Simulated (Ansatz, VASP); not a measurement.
## One calculation of Rh, two programs

The input INCAR:

```
SYSTEM = Rh
ALGO = Normal ; EDIFF = 1E-7
ENCUT = 520 ; GGA = PS
ISIF = 2 ; ISMEAR = -1
LASPH = .True. ; LCHARG = .False.
LREAL = .False. ; LWAVE = .False.
NBANDS = 22 ; NELM = 80
PREC = Accurate ; SIGMA = 0.05
```

KPOINTS

```
k-points
0
Gamma
  6 6 4
  0 0 0
```

The input POSCAR:

```
Rh
1.0
    2.7309790422      0.0000000000      0.0000000000
   -1.3654895211      2.3650972278      0.0000000000
    0.0000000000      0.0000000000      4.4284890000
Rh
2
Direct
    0.3333333333      0.6666666667      0.2500000000
    0.6666666667      0.3333333333      0.7500000000
```

input.yaml

```yaml
crystal:
  lattice:
    - [2.7309790422, 0.0, 0.0]
    - [-1.3654895211, 2.3650972278, 0.0]
    - [0.0, 0.0, 4.428489]
  atoms:
    - { symbol: Rh, position: [0.3333333333, 0.6666666667, 0.25] }
    - { symbol: Rh, position: [0.6666666667, 0.3333333333, 0.75] }
hamiltonian:
  xc: pbesol
  pseudopotentials: { kind: paw }
kpoints:
  mp_grid: { grid: [6, 6, 4] }
scf:
  occupations: { method: fermi_dirac, width: 0.05 }
  n_extra_bands: 6
output:
  forces: true
  stress: true
  eigenvalues: true
  dos: { projected: true, de: 0.05, nscf_kmesh: { grid: [9, 9, 6] } }
```

Alike in both runs: functional PBEsol; k mesh 6 × 6 × 4; occupations fermi-dirac, width 0.05 eV; no spin polarisation.

|  | VASP | Ansatz |
| --- | --- | --- |
| version | VASP 6.6.1 | Ansatz 0.2.0 |
| potentials or method | VASP PAW PBE potentials, release 64 (Rh_pv) | Ansatz PAW |
| plane-wave cutoff (eV) | 520 | 420 |
| valence electrons in the cell | 30 | 34 |
| task | single point | projected density of states |

|  | VASP | Ansatz | Ansatz less VASP |
| --- | --- | --- | --- |
| gap on the k mesh at the Fermi level (eV) | none | none | - |
| pressure (GPa) | -13.6 | -13.5 | +0.06 |
| traceless stress, the component that is largest in VASP (GPa) | -3.73 | -3.75 | -0.025 |

VASP's potentials were made for PBE, not for PBEsol. A gap of «none» marks a metal or a gap that the smearing closes. The functional is the same, so the differences come from potentials, cutoffs and numerics. VASP's potentials hold 30 valence electrons a cell and Ansatz's 34, so a difference there can come from the potentials and not from the codes.

The k mesh is coarse, so the values compare programs but aren't converged.
